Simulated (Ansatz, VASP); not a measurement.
**MoS2: VASP beside Ansatz**

INCAR

```
  ALGO = Normal
  EDIFF = 1E-6
  ENCUT = 520
  GGA = PS
  ISIF = 2
  ISMEAR = 1
  LASPH = T
  LCHARG = F
  LREAL = F
  LWAVE = F
  NBANDS = 35
  NELM = 60
  PREC = Accurate
  SIGMA = 0.2
```

File KPOINTS:

```
k-points
0
Gamma
  12 12 2
```

Contents of POSCAR:

```
MoS2
1.0
    3.2673000000      0.0000000000      0.0000000000
   -1.6336500000      2.8295648018      0.0000000000
    0.0000000000      0.0000000000     11.9418000000
Mo S
2 4
Direct
    0.3333333333      0.6666666667      0.2500000000
    0.6666666667      0.3333333333      0.7500000000
    0.3333333333      0.6666666667      0.6259932117
    0.6666666667      0.3333333333      0.1259932117
    0.3333333333      0.6666666667      0.8740067883
    0.6666666667      0.3333333333      0.3740067883
```

Input for Ansatz:

```yaml
crystal:
  lattice:
    - [3.2673, 0.0, 0.0]
    - [-1.63365, 2.8295648018, 0.0]
    - [0.0, 0.0, 11.9418]
  atoms:
    - { symbol: Mo, position: [0.3333333333, 0.6666666667, 0.25] }
    - { symbol: Mo, position: [0.6666666667, 0.3333333333, 0.75] }
    - { symbol: S, position: [0.3333333333, 0.6666666667, 0.6259932117] }
    - { symbol: S, position: [0.6666666667, 0.3333333333, 0.1259932117] }
    - { symbol: S, position: [0.3333333333, 0.6666666667, 0.8740067883] }
    - { symbol: S, position: [0.6666666667, 0.3333333333, 0.3740067883] }
basis:
  ecutwfc: 420
kpoints:
  mp_grid: { grid: [12, 12, 2] }
hamiltonian:
  xc: pbesol
scf:
  occupations: { method: cold, width: 0.2 }
output:
  forces: true
  stress: true
  eigenvalues: true
```

Alike in both runs: task single point; functional PBEsol; k mesh 12 × 12 × 2; no spin polarisation.

```csv
,VASP,Ansatz
version,VASP 6.6.1,Ansatz 0.2.0
potentials or method,"VASP PAW PBE potentials, release 64 (Mo_sv, S), cutoff 520 eV","scalar-relativistic, plane waves, PAW"
occupations,"methfessel-paxton of order 1, width 0.2 eV","cold, width 0.2 eV"
valence electrons in the cell,52,52
```

```csv
,VASP,Ansatz,Ansatz less VASP
gap on the k mesh at the Fermi level (eV),none,none,-
pressure (GPa),-2.9,-2.9,+0.03
"traceless stress, the component that is largest in VASP (GPa)",9.71,9.70,-0.001
rms of the force components (eV/Å),0.328,0.328,-0.0003
```

VASP's potentials were made for PBE, not for PBEsol. Atom by atom the forces differ by 0.000 eV/Å (rms over components). A gap of «none» marks a metal or a gap that the smearing closes.
